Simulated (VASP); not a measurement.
# Pb (Pm-3m) in VASP: a series of runs

The runs below take Pb through single point, relaxation of cell and atoms, with BLYP.

Everything below comes from runs of VASP 6.6.1. Logs are shortened: lines on timing, memory, paths and dates and some standing lists are left out, and cuts for length are marked.

## Step 1: The cell of the first run

Symmetry: Pm-3m, No. 221, cubic system. Conventional cell: a = 3.300 Å, b = 3.300 Å, c = 3.300 Å, α = 90.00°, β = 90.00°, γ = 90.00°. Pb (site symmetry m-3m) has 6 Pb at 3.30 Å within 4.3 Å.

## Step 2: Single point, BLYP (volume scaled by 0.96)

INCAR

```
SYSTEM = Pb
PREC = Accurate
ENCUT = 520
EDIFF = 1E-6
ISMEAR = -1
SIGMA = 0.1
LREAL = .False.
LASPH = .True.
NELM = 100
ALGO = Normal
ISIF = 2
LWAVE = .False.
LCHARG = .False.
GGA = B5
ALDAX = 1.0
AGGAX = 1.0
AGGAC = 1.0
ALDAC = 0.0
NBANDS = 13
```

KPOINTS

```
Automatic mesh
0
Gamma
  15 15 15
  0 0 0
```

POSCAR

```
Pb
1.0
    3.2995498802      0.0000000000      0.0000000000
    0.0000000000      3.2995498802      0.0000000000
    0.0000000000      0.0000000000      3.2995498802
Pb
1
Direct
    0.0000000000      0.0000000000      0.0000000000
```

Potentials or basis: VASP PAW PBE potentials, release 64 (Pb_d).

Run with:

```
$ cat potpaw_PBE.64/Pb_d/POTCAR > POTCAR
$ mpirun -np 1 vasp_std > vasp.out
```

OUTCAR:

```text
SYSTEM = Pb
   PREC = Accurate
   ENCUT = 520
   EDIFF = 1E-6
   ISMEAR = -1
   LREAL = .False.
   LASPH = .True.
   NELM = 100
   ISIF = 2
   GGA = B5

 ion  position               nearest neighbor table
   1  0.000  0.000  0.000-

  LATTYP: Found a simple cubic cell.
 ALAT       =     3.2995498802

  Lattice vectors:

 A1 = (   3.2995498802,   0.0000000000,   0.0000000000)
 A2 = (   0.0000000000,   3.2995498802,   0.0000000000)
 A3 = (   0.0000000000,   0.0000000000,   3.2995498802)

Analysis of symmetry for initial positions (statically):
=====================================================================
 Subroutine PRICEL returns:
 Original cell was already a primitive cell.

 Routine SETGRP: Setting up the symmetry group for a
 simple cubic supercell.

 Subroutine GETGRP returns: Found 48 space group operations
 (whereof 48 operations were pure point group operations)
 out of a pool of 48 trial point group operations.

The static configuration has the point symmetry O_h .

Analysis of symmetry for dynamics (positions and initial velocities):
=====================================================================
 Subroutine PRICEL returns:
 Original cell was already a primitive cell.

 Routine SETGRP: Setting up the symmetry group for a
 simple cubic supercell.

 Subroutine GETGRP returns: Found 48 space group operations
 (whereof 48 operations were pure point group operations)
 out of a pool of 48 trial point group operations.

The dynamic configuration has the point symmetry O_h .

 Subroutine INISYM returns: Found 48 space group operations
 (whereof 48 operations are pure point group operations),
 and found     1 'primitive' translations

----------------------------------------------------------------------------------------

                                     Primitive cell

  volume of cell :      35.9223

  direct lattice vectors                    reciprocal lattice vectors
     3.299549880  0.000000000  0.000000000     0.303071642  0.000000000  0.000000000
     0.000000000  3.299549880  0.000000000     0.000000000  0.303071642  0.000000000
     0.000000000  0.000000000  3.299549880     0.000000000  0.000000000  0.303071642

  length of vectors
     3.299549880  3.299549880  3.299549880     0.303071642  0.303071642  0.303071642

  position of ions in fractional coordinates (direct lattice)
     0.000000000  0.000000000  0.000000000

  ion indices of the primitive-cell ions
   primitive index   ion index
                 1           1

----------------------------------------------------------------------------------------

 KPOINTS: Automatic mesh

Automatic generation of k-mesh.
 Grid dimensions read from file:
 generate k-points for:   15   15   15

 Generating k-lattice:

  Cartesian coordinates                     Fractional coordinates (reciprocal lattice)
     0.020204776  0.000000000  0.000000000     0.066666667  0.000000000  0.000000000
     0.000000000  0.020204776  0.000000000     0.000000000  0.066666667  0.000000000
     0.000000000  0.000000000  0.020204776     0.000000000  0.000000000  0.066666667

  Length of vectors
     0.020204776  0.020204776  0.020204776

  Shift w.r.t. Gamma in fractional coordinates (k-lattice)
     0.000000000  0.000000000  0.000000000

 Subroutine IBZKPT returns following result:
 ===========================================

 Found    120 irreducible k-points:

 Following reciprocal coordinates:
            Coordinates               Weight
  0.000000  0.000000  0.000000      1.000000
  0.066667  0.000000  0.000000      6.000000
  0.133333  0.000000  0.000000      6.000000
  0.200000  0.000000  0.000000      6.000000
  0.266667  0.000000  0.000000      6.000000
  0.333333  0.000000  0.000000      6.000000
[... 16 lines left out ...]
  0.266667  0.200000  0.000000     24.000000
  0.333333  0.200000  0.000000     24.000000
 [... further k-points ...]
   k-points           NKPTS =    120   k-points in BZ     NKDIM =    120   number of bands    NBANDS=     13
   number of dos      NEDOS =    301   number of ions     NIONS =      1
   total plane-waves  NPLWV =  21952
   dimension x,y,z NGX =    28 NGY =   28 NGZ =   28
   dimension x,y,z NGXF=    56 NGYF=   56 NGZF=   56
   ions per type =               1
   NGX,Y,Z   is equivalent  to a cutoff of  14.11, 14.11, 14.11 a.u.
   NGXF,Y,Z  is equivalent  to a cutoff of  28.22, 28.22, 28.22 a.u.
 SYSTEM =  Pb
   PREC   = accura    normal or accurate (medium, high low for compatibility)
   ISTART =      0    job   : 0-new  1-cont  2-samecut
   ICHARG =      2    charge: 1-file 2-atom 10-const
   ISPIN  =      1    spin polarized calculation?
   LNONCOLLINEAR =      F non collinear calculations
   LSORBIT =      F    spin-orbit coupling
   LASPH  =      T    aspherical Exc in radial PAW
   ENCUT  =  520.0 eV  38.22 Ry    6.18 a.u.   6.13  6.13  6.13*2*pi/ulx,y,z
   NELM   =    100;   NELMIN=  2; NELMDL= -5     # of ELM steps
   EDIFF  = 0.1E-05   stopping-criterion for ELM
   LREAL  =      F    real-space projection
   EDIFFG = 0.1E-04   stopping-criterion for IOM
   NSW    =      0    number of steps for IOM
   IBRION =     -1    ionic relax: 0-MD 1-quasi-New 2-CG
   NFREE  =      0    steps in history (QN), initial steepest desc. (CG)
   ISIF   =      2    stress and relaxation
   ISYM   =      2    0-nonsym 1-usesym 2-fastsym
   POTIM  = 0.5000    time-step for ionic-motion
   TEBEG  =    0.0;   TEEND  =   0.0 temperature during run
   PSTRESS=    0.0 pullay stress
   NELECT =      14.0000    total number of electrons
   NUPDOWN=      -1.0000    fix difference up-down
   EMIN   =  10.00;   EMAX   =-10.00  energy-range for DOS
   EFERMI =   0.00;   METHOD = LEGACY
   ISMEAR =    -1;   SIGMA  =   0.10  broadening in eV -4-tet -1-fermi 0-gaus
   EFERMI_NEDOS =   21; number of points for ismear=-14 and -15
   IALGO  =     38    algorithm
   IMIX   =      4    mixing-type and parameters
     AMIX     =   0.40;   BMIX     =  1.00
     AMIX_MAG =   1.60;   BMIX_MAG =  1.00
  volume/ion in A,a.u.               =      35.92       242.42
  Fermi-wavevector in a.u.,A,eV,Ry     =   1.195812  2.259757 19.455865  1.429966
  Thomas-Fermi vector in A             =   2.331768
   LORBIT       =      0    0 simple, 1 ext, 2 COOP (PROOUT), +10 PAW based schemes
   GGA     = B5    functional components
   LHFCALC =     F    Hartree Fock is set to
   AEXX    =    0.0000 exact exchange contribution
   IVDW    =     0    specifies the selected vdW correction
   LEPSILON=     F    determine dielectric tensor
   LRPA    =     F    only Hartree local field effects (RPA)
 non-spin polarized calculation
  energy-cutoff  :      520.00
  volume of cell :       35.92
 maximum number of plane-waves:       982
 NGX is ok and might be reduce to    28
   NGX = 13   NGY = 13   NGZ = 13

 number of electron      13.9999996 magnetization

 Free energy of the ion-electron system (eV)
  ---------------------------------------------------
  ext. energy  EPLUGINS =         0.00000000
  ---------------------------------------------------
  free energy    TOTEN  =        -2.77277498 eV

  energy without entropy =       -2.74646089  energy(sigma->0) =       -2.75961793

 E-fermi :   5.7578     XC(G=0):  -8.6918

 val. band max:        5.7568370634   @ k =   0.4000   0.4000   0.3333
 cond. band min:       5.7594996571   @ k =   0.4667   0.4667   0.4000
 fundamental gap:      0.0026625936
 Fermi energy:         5.7577588015

 k-point     1 :       0.0000    0.0000    0.0000
  band No.  band energies     occupation
      1     -11.3321      2.00000
      2     -11.3321      2.00000
      3     -10.8415      2.00000
      4     -10.8415      2.00000
      5     -10.8415      2.00000
      6      -5.1215      2.00000
      7      10.3714      0.00000
      8      10.3714      0.00000
      9      10.3714      0.00000
     10      13.6413      0.00000
     11      14.9405      0.00000
     12      14.9405      0.00000
     13      23.3841      0.00000

 k-point     2 :       0.0667    0.0000    0.0000
  band No.  band energies     occupation
      1     -11.3311      2.00000
      2     -11.3159      2.00000
      3     -10.8472      2.00000
      4     -10.8472      2.00000
      5     -10.8410      2.00000
      6      -5.0643      2.00000
      7       9.6070      0.00000
      8      10.4373      0.00000
      9      10.4373      0.00000
     10      13.9340      0.00000
     11      14.9779      0.00000
     12      15.5508      0.00000
     13      23.0502      0.00000

 k-point     3 :       0.1333    0.0000    0.0000
  band No.  band energies     occupation
      1     -11.3281      2.00000
      2     -11.2700      2.00000
      3     -10.8633      2.00000
      4     -10.8633      2.00000
      5     -10.8397      2.00000
      6      -4.8935      2.00000
      7       8.1508      0.00000
      8      10.6301      0.00000
      9      10.6301      0.00000
     10      14.2157      0.00000
     11      15.0904      0.00000
     12      17.1428      0.00000
     13      22.0699      0.00000

 k-point     4 :       0.2000    0.0000    0.0000
  band No.  band energies     occupation
      1     -11.3237      2.00000
      2     -11.2029      2.00000
      3     -10.8869      2.00000
      4     -10.8869      2.00000
      5     -10.8378      2.00000
      6      -4.6131      2.00000
      7       6.6143      0.00038
      8      10.9344      0.00000
      9      10.9344      0.00000
     10      14.4814      0.00000
     11      15.2794      0.00000
     12      19.1127      0.00000
     13      21.0521      0.00000

 k-point     5 :       0.2667    0.0000    0.0000
  band No.  band energies     occupation
      1     -11.3186      2.00000
      2     -11.1266      2.00000
      3     -10.9138      2.00000
      4     -10.9138      2.00000
      5     -10.8355      2.00000
      6      -4.2353      2.00000
      7       5.1634      1.99477
      8      11.3214      0.00000
      9      11.3214      0.00000
     10      14.8148      0.00000
     11      15.5463      0.00000
     12      20.0624      0.00000
     13      20.5585      0.00000
[... 257 lines left out ...]
 k-point    22 :       0.2000    0.2000    0.0000
  band No.  band energies     occupation
      1     -11.2583      2.00000
      2     -11.1251      2.00000
      3     -10.9385      2.00000
      4     -10.8839      2.00000
      5     -10.8812      2.00000
      6      -4.1106      2.00000
      7       7.0891      0.00000
      8       7.2090      0.00000
      9      11.5075      0.00000
     10      15.2607      0.00000
     11      16.8524      0.00000
     12      19.4951      0.00000
     13      20.1012      0.00000

 k-point    23 :       0.2667    0.2000    0.0000
  band No.  band energies     occupation
      1     -11.2426      2.00000
      2     -11.0557      2.00000
      3     -10.9691      2.00000
      4     -10.9092      2.00000
      5     -10.8799      2.00000
      6      -3.7372      2.00000
      7       5.6905      1.32410
      8       7.5286      0.00000
      9      11.9023      0.00000
     10      15.4627      0.00000
     11      15.8058      0.00000
     12      20.1044      0.00000
     13      20.4485      0.00000

 k-point    24 :       0.3333    0.2000    0.0000
  band No.  band energies     occupation
      1     -11.2330      2.00000
      2     -10.9982      2.00000
      3     -10.9844      2.00000
      4     -10.9344      2.00000
      5     -10.8775      2.00000
      6      -3.2984      2.00000
      7       4.4069      2.00000
      8       7.9598      0.00000
      9      12.3338      0.00000
     10      14.5926      0.00000
     11      16.0005      0.00000
     12      19.4869      0.00000
     13      20.3974      0.00000

 [... further k-points ...]

------------------------ aborting loop because EDIFF is reached ----------------------------------------

  FORCE on cell =-STRESS in cart. coord.  units (eV):
  Direction    XX          YY          ZZ          XY          YZ          ZX
  --------------------------------------------------------------------------------------
  -------------------------------------------------------------------------------------
  Total        0.3130035      0.3130035      0.3130035     -0.0000000      0.0000000     -0.0000000
  in kB       13.9603302     13.9603302     13.9603302     -0.0000000      0.0000000     -0.0000000
  external PRESSURE =      13.9603302 kB  Pullay stress =       0.0000000 kB

 VOLUME and BASIS-vectors are now :
 -----------------------------------------------------------------------------
  energy-cutoff  :      520.00
  volume of cell :       35.92
      direct lattice vectors                 reciprocal lattice vectors
     3.299549880  0.000000000  0.000000000     0.303071642  0.000000000  0.000000000
     0.000000000  3.299549880  0.000000000     0.000000000  0.303071642  0.000000000
     0.000000000  0.000000000  3.299549880     0.000000000  0.000000000  0.303071642

 POSITION                                       TOTAL-FORCE (eV/Angst)
 -----------------------------------------------------------------------------------
      0.00000      0.00000      0.00000         0.000000      0.000000      0.000000
 -----------------------------------------------------------------------------------
    total drift:                               -0.000000     -0.000000     -0.000000

  FREE ENERGIE OF THE ION-ELECTRON SYSTEM (eV)
  ---------------------------------------------------
  free  energy   TOTEN  =        -2.7727749777 eV

  energy  without entropy=       -2.7464608851  energy(sigma->0) =       -2.75961793
```

Run time: 19 s. Hardware: 1 thread of Intel Xeon 6975P-C (Granite Rapids), shared host; peak memory 0.19 GiB.

What came out:

| Property | Result |
| --- | --- |
| Free energy | -2.7728 eV |
| Pressure | 1.4 GPa |
| Band gap on the k mesh | zero (band 7 reaches 10.37 eV, above the bottom of band 8 at 4.18 eV) |

Caveat: the PAW data sets were made with another functional, which shifts forces and pressure a little; spin-orbit coupling is left out, which moves the levels of the heavy elements.

## Step 3: Single point, BLYP (volume scaled by 1.04)

INCAR

```
AGGAC = 1.0
AGGAX = 1.0
ALDAC = 0.0
ALDAX = 1.0
ALGO = Normal
EDIFF = 1E-6
ENCUT = 520
GGA = B5
ISIF = 2
ISMEAR = -1
LASPH = True
LCHARG = False
LREAL = False
LWAVE = False
NBANDS = 13
NELM = 60
PREC = Accurate
SIGMA = 0.1
```

KPOINTS

```
k-points
0
Gamma
  15 15 15
```

POSCAR

```
Pb
1.0
    3.3887697902      0.0000000000      0.0000000000
    0.0000000000      3.3887697902      0.0000000000
    0.0000000000      0.0000000000      3.3887697902
Pb
1
Direct
    0.0000000000      0.0000000000      0.0000000000
```

Potentials or basis: VASP PAW PBE potentials, release 64 (Pb_d).

Run with:

```
$ cat potpaw_PBE.64/Pb_d/POTCAR > POTCAR
$ mpirun -np 1 vasp_std > vasp.out
```

Run time: 19 s. Hardware: 1 thread of Intel Xeon 6975P-C (Granite Rapids), shared host; peak memory 0.19 GiB.

It converged, with:

| Quantity | Value |
| --- | --- |
| Free energy | -2.7769 eV |
| Pressure | -0.9 GPa |
| Band gap on the k mesh | zero (band 7 reaches 9.33 eV, above the bottom of band 8 at 3.60 eV) |

Levels at points of the mesh, in eV from the Fermi level:
```
           k point  band 3  band 4  band 5  band 6  band 7  band 8  band 9  band 10  band 11  band 12
(0.00, 0.00, 0.00)  -16.61  -16.61  -16.61  -10.46    4.32    4.32    4.32     7.36     8.80     8.80
```

Caveat: the PAW data sets were made with another functional, which shifts forces and pressure a little; spin-orbit coupling is left out, which moves the levels of the heavy elements.

(Continued in part 2 of 2.)
